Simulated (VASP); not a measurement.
# MgI2 in VASP: notebook, part 2 of 2

VASP 6.6.1.

## (3) Single point, PBE (shear xy strain -2.5%)

File INCAR:

```
SYSTEM = MgI2
PREC     = Accurate       ! precision mode
ENCUT    = 520            ! plane-wave cutoff, eV
EDIFF    = 1E-6           ! SCF threshold, eV
ISMEAR   = -1             ! smearing method
SIGMA    = 0.02           ! smearing width, eV
LREAL    = .False.        ! projectors in reciprocal space
LASPH    = .True.         ! aspherical terms in the spheres
NELM     = 60             ! most SCF steps
ALGO     = Normal         ! electronic algorithm
ISIF     = 2              ! what is computed and relaxed
LWAVE    = .False.        ! write WAVECAR
LCHARG   = .True.         ! write CHGCAR
GGA      = PE             ! functional
LELF     = .True.         ! ELF
LVHAR    = .True.       
NBANDS   = 15             ! bands
```

File KPOINTS:

```
Automatic mesh
0
Gamma
  6 6 6
  0 0 0
```

File POSCAR:

```
MgI2
1.0
   -0.0469465073      3.7557205859      3.7557205859
    3.7557205859     -0.0469465073      3.7557205859
    3.7087740786      3.7087740786      0.0000000000
Mg I
1 2
Direct
    0.0000000000      0.0000000000      0.0000000000
    0.2489623280      0.2489623280      0.2510376720
    0.7510376720      0.7510376720      0.7489623280
```

Potentials or basis: VASP PAW PBE potentials, release 64 (Mg, I).

Run with:

```sh
$ cat potpaw_PBE.64/Mg/POTCAR potpaw_PBE.64/I/POTCAR > POTCAR
$ mpirun -np 1 vasp_std > vasp.out
```

OUTCAR:

```text
SYSTEM = MgI2
   PREC = Accurate
   ENCUT = 520
   EDIFF = 1E-6
   ISMEAR = -1
   LREAL = .False.
   LASPH = .True.
   NELM = 60
   ISIF = 2
   GGA = PE

 ion  position               nearest neighbor table
   1  0.000  0.000  0.000-   3 3.22   2 3.22   3 3.22   2 3.22   3 3.28   3 3.28   2 3.28   2 3.28

   2  0.249  0.249  0.251-   1 3.22   1 3.22   1 3.28   1 3.28
   3  0.751  0.751  0.749-   1 3.22   1 3.22   1 3.28   1 3.28

  LATTYP: Found a body centered orthorhombic cell.
 ALAT       =     5.2449986017
 B/A-ratio  =     1.0253164557
 C/A-ratio  =     1.4321149999

  Lattice vectors:

 A1 = (   0.0469465073,  -3.7557205859,  -3.7557205859)
 A2 = (  -0.0469465073,   3.7557205859,  -3.7557205859)
 A3 = (   3.7557205859,  -0.0469465073,   3.7557205859)

Analysis of symmetry for initial positions (statically):
=====================================================================
 Subroutine PRICEL returns:
 Original cell was already a primitive cell.

 Routine SETGRP: Setting up the symmetry group for a
 body centered orthorhombic supercell.

 Subroutine GETGRP returns: Found  8 space group operations
 (whereof  8 operations were pure point group operations)
[... 175 lines left out ...]
      2      -8.1142      2.00000
      3       0.2749      2.00000
      4       0.3023      2.00000
      5       0.3392      2.00000
      6       2.0777      2.00000
      7       2.1536      2.00000
      8       2.2306      2.00000
      9       3.8512      0.00000
     10       6.2675      0.00000
     11       6.3754      0.00000
     12       6.4807      0.00000
     13       8.4428      0.00000
     14       8.4468      0.00000
[... 401 lines left out ...]
      2      -8.6429      2.00000
      3      -1.3384      2.00000
      4      -0.3609      2.00000
      5      -0.3517      2.00000
      6       2.2667      2.00000
      7       2.5157      2.00000
      8       2.9020      2.00000
      9       4.7312      0.00000
     10       7.7028      0.00000
     11       8.7530      0.00000
     12       9.1157      0.00000
     13      10.0539      0.00000
     14      10.3627      0.00000
     15      11.1013      0.00000

 [... further k-points ...]
[... 5 lines left out ...]
  --------------------------------------------------------------------------------------
  -------------------------------------------------------------------------------------
  Total        0.1110485      0.1110485      0.1272612     -0.2801887      0.0000000      0.0000000
  in kB        1.6795057      1.6795057      1.9247073     -4.2375930      0.0000000      0.0000000
  external PRESSURE =       1.7612396 kB  Pullay stress =       0.0000000 kB

 VOLUME and BASIS-vectors are now :
 -----------------------------------------------------------------------------
  energy-cutoff  :      520.00
  volume of cell :      105.94
      direct lattice vectors                 reciprocal lattice vectors
    -0.046946507  3.755720586  3.755720586    -0.131486661  0.131486661  0.133130245
     3.755720586 -0.046946507  3.755720586     0.131486661 -0.131486661  0.133130245
     3.708774079  3.708774079  0.000000000     0.134815438  0.134815438 -0.133130245

 POSITION                                       TOTAL-FORCE (eV/Angst)
 -----------------------------------------------------------------------------------
      0.00000      0.00000      0.00000         0.000000      0.000000     -0.000000
      1.85439      1.85439      1.87007         0.000000      0.000000     -0.005014
      5.56316      5.56316      5.64138        -0.000000     -0.000000      0.005014
 -----------------------------------------------------------------------------------
    total drift:                                0.000000      0.000000      0.000000

  FREE ENERGIE OF THE ION-ELECTRON SYSTEM (eV)
  ---------------------------------------------------
  free  energy   TOTEN  =        -6.4056148392 eV

  energy  without entropy=       -6.4056148353  energy(sigma->0) =       -6.40561484
```

OSZICAR:

```text
N       E                     dE             d eps       ncg     rms          rms(c)
DAV:   1     0.750616713709E+02    0.75062E+02   -0.57541E+03  1380   0.837E+02
DAV:   2    -0.587526460772E+00   -0.75649E+02   -0.68582E+02  1877   0.129E+02
DAV:   3    -0.675544512944E+01   -0.61679E+01   -0.61380E+01  1835   0.419E+01
DAV:   4    -0.687140962574E+01   -0.11596E+00   -0.11595E+00  1918   0.692E+00
DAV:   5    -0.687246220448E+01   -0.10526E-02   -0.10526E-02  1835   0.610E-01    0.451E+00
DAV:   6    -0.649941879732E+01    0.37304E+00   -0.24681E-01  1506   0.244E+00    0.287E+00
DAV:   7    -0.640829243449E+01    0.91126E-01   -0.19065E-01  1569   0.214E+00    0.104E+00
DAV:   8    -0.640611243652E+01    0.21800E-02   -0.21299E-02  1646   0.747E-01    0.111E-01
DAV:   9    -0.640560591996E+01    0.50652E-03   -0.17101E-03  1800   0.244E-01    0.416E-02
DAV:  10    -0.640559812874E+01    0.77912E-05   -0.11192E-04  1723   0.605E-02    0.286E-02
DAV:  11    -0.640561578579E+01   -0.17657E-04   -0.22417E-05  1562   0.302E-02    0.986E-03
DAV:  12    -0.640561483916E+01    0.94663E-06   -0.20569E-06  1792   0.891E-03
   1 F= -.64056148E+01 E0= -.64056148E+01  d E =-.381196E-08
```

stdout:

```text
POSCAR found type information on POSCAR MgI
 POSCAR found :  2 types and       3 ions
 scaLAPACK will be used
 LDA part: xc-table for (Slater+PW92), standard interpolation
 POSCAR, INCAR and KPOINTS ok, starting setup
 FFT: planning ... GRIDC
 FFT: planning ... GRID_SOFT
 FFT: planning ... GRID
 WAVECAR not read
 entering main loop
```

Run time: 28 s. Hardware: 1 thread of Intel Xeon 6975P-C (Granite Rapids), shared host; peak memory 0.27 GiB.

What came out:

| Quantity | Value |
| --- | --- |
| Free energy | -6.4056 eV |
| Pressure | 0.2 GPa |
| Largest force | 0.005 eV/Å |
| Band gap on the k mesh | 0.59 eV, indirect (least direct gap 1.06 eV) |

Forces on the atoms (eV/Å):
```
Mg   0.000  0.000  0.000
I    0.000  0.000 -0.005
I    0.000  0.000  0.005
```

Levels at points of the mesh, in eV from the valence-band top:
| k point | band 4 | band 5 | band 6 | band 7 | band 8 | band 9 | band 10 | band 11 | band 12 | band 13 |
| --- | --- | --- | --- | --- | --- | --- | --- | --- | --- | --- |
| (0.00, 0.00, 0.00) | -2.96 | -2.92 | -1.18 | -1.11 | -1.03 | 0.59 | 3.01 | 3.11 | 3.22 | 5.18 |
| (0.50, 0.00, 0.00) | -2.52 | -2.51 | -2.44 | -2.28 | -2.24 | 2.62 | 4.94 | 5.13 | 5.90 | 6.56 |
| (0.50, 0.50, 0.00) | -3.78 | -3.71 | -0.56 | -0.44 | 0.00 | 1.06 | 4.09 | 6.40 | 6.44 | 6.48 |
| (0.00, 0.00, 0.50) | -2.57 | -2.54 | -2.49 | -2.27 | -2.23 | 2.69 | 5.01 | 5.19 | 6.02 | 6.59 |
| (0.50, 0.00, 0.50) | -3.75 | -3.75 | -0.51 | -0.50 | 0.00 | 1.07 | 4.08 | 6.41 | 6.43 | 6.49 |

Caveat: the cell differs from its parent crystal (shear xy strain -2.5%); spin-orbit coupling is left out, which moves the levels of the heavy elements.

## (4) Single point, r2SCAN (uniaxial z strain -1.0%)

File POSCAR:

```
MgI2
1.0
    0.0000000000      3.7557205859      3.7181633801
    3.7557205859      0.0000000000      3.7181633801
    3.7557205859      3.7557205859      0.0000000000
Mg I
1 2
Direct
    0.0000000000      0.0000000000      0.0000000000
    0.2500000000      0.2500000000      0.2500000000
    0.7500000000      0.7500000000      0.7500000000
```

File INCAR.step1:

```
SYSTEM = MgI2
  PREC = Accurate
  ENCUT = 520
  ISMEAR = 0
  SIGMA = 0.01
  LREAL = .FALSE.
  LASPH = .TRUE.
  NELM = 60
  NBANDS = 15
  GGA = PE
  ALGO = Normal
  EDIFF = 1E-4
  LWAVE = .TRUE.
  LCHARG = .FALSE.
```

File INCAR.step2:

```
SYSTEM = MgI2
  PREC = Accurate
  ENCUT = 520
  EDIFF = 1E-6
  ISMEAR = 0
  SIGMA = 0.01
  LREAL = .FALSE.
  LASPH = .TRUE.
  NELM = 60
  ALGO = Normal
  ISIF = 2
  LWAVE = .FALSE.
  LCHARG = .FALSE.
  METAGGA = R2SCAN
  LMIXTAU = .TRUE.
  NBANDS = 15
  ISTART = 1
```

File KPOINTS:

```
regular mesh
0
G
  6 6 6
  0 0 0
```

Potentials or basis: VASP PAW PBE potentials, release 64 (Mg, I).

Run with:

```sh
$ cat potpaw_PBE.64/Mg/POTCAR potpaw_PBE.64/I/POTCAR > POTCAR
$ cp INCAR.step1 INCAR
$ mpirun -np 1 vasp_std > vasp.out
$ cp INCAR.step2 INCAR
$ mpirun -np 1 vasp_std > vasp.out
```

OUTCAR:

```text
SYSTEM = MgI2
   PREC = Accurate
   ENCUT = 520
   EDIFF = 1E-6
   ISMEAR = 0
   LREAL = .FALSE.
   LASPH = .TRUE.
   NELM = 60
   ISIF = 2
   METAGGA = R2SCAN
   ISTART = 1

 ion  position               nearest neighbor table
   1  0.000  0.000  0.000-   3 3.24   2 3.24   3 3.24   2 3.24   3 3.24   3 3.24   2 3.24   2 3.24

   2  0.250  0.250  0.250-   1 3.24   1 3.24   1 3.24   1 3.24
   3  0.750  0.750  0.750-   1 3.24   1 3.24   1 3.24   1 3.24

  LATTYP: Found a body centered tetragonal cell.
 ALAT       =     5.3113909891
 C/A-ratio  =     1.4000714268

  Lattice vectors:

 A1 = (   0.0000000000,  -3.7557205859,  -3.7181633801)
 A2 = (   0.0000000000,   3.7557205859,  -3.7181633801)
 A3 = (   3.7557205859,   0.0000000000,   3.7181633801)

Analysis of symmetry for initial positions (statically):
=====================================================================
 Subroutine PRICEL returns:
 Original cell was already a primitive cell.

 Routine SETGRP: Setting up the symmetry group for a
 body centered tetragonal supercell.

 Subroutine GETGRP returns: Found 16 space group operations
 (whereof 16 operations were pure point group operations)
 out of a pool of 16 trial point group operations.

The static configuration has the point symmetry D_4h.

Analysis of symmetry for dynamics (positions and initial velocities):
=====================================================================
 Subroutine PRICEL returns:
 Original cell was already a primitive cell.

 Routine SETGRP: Setting up the symmetry group for a
 body centered tetragonal supercell.

 Subroutine GETGRP returns: Found 16 space group operations
 (whereof 16 operations were pure point group operations)
 out of a pool of 16 trial point group operations.

The dynamic configuration has the point symmetry D_4h.

 Subroutine INISYM returns: Found 16 space group operations
 (whereof 16 operations are pure point group operations),
 and found     1 'primitive' translations

----------------------------------------------------------------------------------------

                                     Primitive cell

  volume of cell :     104.8926

  direct lattice vectors                    reciprocal lattice vectors
     0.000000000  3.755720586  3.718163380    -0.133130245  0.133130245  0.134474994
     3.755720586  0.000000000  3.718163380     0.133130245 -0.133130245  0.134474994
     3.755720586  3.755720586  0.000000000     0.133130245  0.133130245 -0.134474994

  length of vectors
     5.284900760  5.284900760  5.311390989     0.231367345  0.231367345  0.231367345

  position of ions in fractional coordinates (direct lattice)
     0.000000000  0.000000000  0.000000000
     0.250000000  0.250000000  0.250000000
     0.750000000  0.750000000  0.750000000

  ion indices of the primitive-cell ions
   primitive index   ion index
                 1           1
                 2           2
                 3           3

----------------------------------------------------------------------------------------

 KPOINTS: regular mesh

Automatic generation of k-mesh.
 Grid dimensions read from file:
 generate k-points for:    6    6    6

 Generating k-lattice:

[... 21 lines left out ...]
  0.500000  0.000000  0.000000      4.000000
  0.166667  0.166667  0.000000      2.000000
  0.333333  0.166667  0.000000      8.000000
[... 16 lines left out ...]
  0.333333  0.000000  0.333333      4.000000
  0.500000  0.000000  0.333333     16.000000
 [... further k-points ...]
   k-points           NKPTS =     30   k-points in BZ     NKDIM =     30   number of bands    NBANDS=     15
   number of dos      NEDOS =    301   number of ions     NIONS =      3
   total plane-waves  NPLWV =  64000
   dimension x,y,z NGX =    40 NGY =   40 NGZ =   40
   dimension x,y,z NGXF=    80 NGYF=   80 NGZF=   80
   ions per type =               1   2
   NGX,Y,Z   is equivalent  to a cutoff of  12.58, 12.58, 12.52 a.u.
   NGXF,Y,Z  is equivalent  to a cutoff of  25.17, 25.17, 25.04 a.u.
 SYSTEM =  MgI2
   PREC   = accura    normal or accurate (medium, high low for compatibility)
   ISTART =      1    job   : 0-new  1-cont  2-samecut
   ICHARG =      0    charge: 1-file 2-atom 10-const
   ISPIN  =      1    spin polarized calculation?
   LNONCOLLINEAR =      F non collinear calculations
   LSORBIT =      F    spin-orbit coupling
   LASPH  =      T    aspherical Exc in radial PAW
   ENCUT  =  520.0 eV  38.22 Ry    6.18 a.u.   9.83  9.83  9.88*2*pi/ulx,y,z
   NELM   =     60;   NELMIN=  2; NELMDL=  0     # of ELM steps
   EDIFF  = 0.1E-05   stopping-criterion for ELM
   LREAL  =      F    real-space projection
   EDIFFG = 0.1E-04   stopping-criterion for IOM
   NSW    =      0    number of steps for IOM
   IBRION =     -1    ionic relax: 0-MD 1-quasi-New 2-CG
   NFREE  =      0    steps in history (QN), initial steepest desc. (CG)
   ISIF   =      2    stress and relaxation
   ISYM   =      2    0-nonsym 1-usesym 2-fastsym
   POTIM  = 0.5000    time-step for ionic-motion
   TEBEG  =    0.0;   TEEND  =   0.0 temperature during run
   PSTRESS=    0.0 pullay stress
   NELECT =      16.0000    total number of electrons
   NUPDOWN=      -1.0000    fix difference up-down
   EMIN   =  10.00;   EMAX   =-10.00  energy-range for DOS
   EFERMI =   0.00;   METHOD = LEGACY
   ISMEAR =     0;   SIGMA  =   0.01  broadening in eV -4-tet -1-fermi 0-gaus
   EFERMI_NEDOS =   21; number of points for ismear=-14 and -15
   IALGO  =     38    algorithm
   IMIX   =      4    mixing-type and parameters
     AMIX     =   0.40;   BMIX     =  1.00
     AMIX_MAG =   1.60;   BMIX_MAG =  1.00
  volume/ion in A,a.u.               =      34.96       235.95
  Fermi-wavevector in a.u.,A,eV,Ry     =   0.874715  1.652971 10.410172  0.765126
  Thomas-Fermi vector in A             =   1.994285
   LORBIT       =      0    0 simple, 1 ext, 2 COOP (PROOUT), +10 PAW based schemes
   METAGGA = R2SCAN    functional components
   LHFCALC =     F    Hartree Fock is set to
   AEXX    =    0.0000 exact exchange contribution
   IVDW    =     0    specifies the selected vdW correction
   LEPSILON=     F    determine dielectric tensor
   LRPA    =     F    only Hartree local field effects (RPA)
 non-spin polarized calculation
 Gauss-broadening in eV      SIGMA  =   0.01
  energy-cutoff  :      520.00
  volume of cell :      104.89
 maximum number of plane-waves:      2842
   NGX = 19   NGY = 19   NGZ = 19

 number of electron      16.0000000 magnetization

 Free energy of the ion-electron system (eV)
  ---------------------------------------------------
  ext. energy  EPLUGINS =         0.00000000
  ---------------------------------------------------
  free energy    TOTEN  =       -55.45515409 eV

  energy without entropy =      -55.45515409  energy(sigma->0) =      -55.45515409

 E-fermi :   3.3158     XC(G=0):  -8.5252

 val. band max:        3.2169258512   @ k =   0.5000   0.5000   0.0000
 cond. band min:       4.4719968194   @ k =   0.0000   0.0000   0.0000
 fundamental gap:      1.2550709682
 Fermi energy:         3.3158202259

 k-point     1 :       0.0000    0.0000    0.0000
  band No.  band energies     occupation
      1     -10.2551      2.00000
      2      -8.5341      2.00000
      3       0.0125      2.00000
      4       0.0750      2.00000
      5       0.0750      2.00000
      6       1.9389      2.00000
      7       1.9389      2.00000
      8       2.0717      2.00000
      9       4.4720      0.00000
     10       6.6577      0.00000
     11       6.6577      0.00000
     12       6.6604      0.00000
     13       8.8219      0.00000
     14       8.9033      0.00000
[... 401 lines left out ...]
      2      -9.1136      2.00000
      3      -1.5769      2.00000
      4      -0.6428      2.00000
      5      -0.5753      2.00000
      6       2.1855      2.00000
      7       2.3429      2.00000
      8       2.7588      2.00000
      9       5.0709      0.00000
     10       8.2198      0.00000
     11       9.2351      0.00000
     12       9.6208      0.00000
     13      10.4213      0.00000
     14      10.8500      0.00000
     15      11.6418      0.00000

 [... further k-points ...]
[... 5 lines left out ...]
  --------------------------------------------------------------------------------------
  -------------------------------------------------------------------------------------
  Total       -0.0753657     -0.0753657      0.5644325      0.0000000     -0.0000000     -0.0000000
  in kB       -1.1511694     -1.1511694      8.6213953      0.0000000     -0.0000000     -0.0000000
  external PRESSURE =       2.1063522 kB  Pullay stress =       0.0000000 kB

 VOLUME and BASIS-vectors are now :
 -----------------------------------------------------------------------------
  energy-cutoff  :      520.00
  volume of cell :      104.89
      direct lattice vectors                 reciprocal lattice vectors
     0.000000000  3.755720586  3.718163380    -0.133130245  0.133130245  0.134474994
     3.755720586  0.000000000  3.718163380     0.133130245 -0.133130245  0.134474994
     3.755720586  3.755720586  0.000000000     0.133130245  0.133130245 -0.134474994

 POSITION                                       TOTAL-FORCE (eV/Angst)
 -----------------------------------------------------------------------------------
      0.00000      0.00000      0.00000         0.000000     -0.000000     -0.000000
      1.87786      1.87786      1.85908         0.000000      0.000000     -0.000000
      5.63358      5.63358      5.57725        -0.000000      0.000000      0.000000
 -----------------------------------------------------------------------------------
    total drift:                                0.000000     -0.000000      0.000000

  FREE ENERGIE OF THE ION-ELECTRON SYSTEM (eV)
  ---------------------------------------------------
  free  energy   TOTEN  =       -55.4551540901 eV

  energy  without entropy=      -55.4551540901  energy(sigma->0) =      -55.45515409
```

Run time: 92 s. Hardware: 1 thread of Intel Xeon 6975P-C (Granite Rapids), shared host; peak memory 0.27 GiB.

Results:

| Property | Result |
| --- | --- |
| Free energy | -55.4552 eV |
| Pressure | 0.2 GPa |
| Band gap on the k mesh | 1.26 eV, indirect (least direct gap 1.38 eV) |

Caveat: the cell differs from its parent crystal (uniaxial z strain -1.0%); the PAW data sets were made with another functional, which shifts forces and pressure a little; spin-orbit coupling is left out, which moves the levels of the heavy elements. A k mesh can miss the band edges.

## (5) The runs side by side

```csv
level,cell,smearing,gap on the mesh (eV),pressure (GPa)
PBE,"a = 5.206 Å, angles 61.3°, 3 atoms",fermi-dirac 0.02 eV,0.66,1.1
PBE,"a = 5.312, b = 5.312, c = 5.245 Å, angles 60.4, 60.4, 60.8°, 3 atoms",fermi-dirac 0.02 eV,0.59,0.2
r2SCAN,"a = 5.285, b = 5.285, c = 5.311 Å, angles 59.8, 59.8, 60.3°, 3 atoms",gaussian 0.01 eV,1.26,0.2
```

Alike in all rows: task single point; potentials or basis VASP PAW PBE potentials, release 64 (Mg, I); no spin polarisation; k mesh 6 × 6 × 6; cutoff (eV) 520.

Caveats: spin-orbit coupling is left out, which moves the levels of the heavy elements; the PAW data sets were made with another functional, which shifts forces and pressure a little (some runs).

Absolute energies hang on the potentials; compare differences alone.
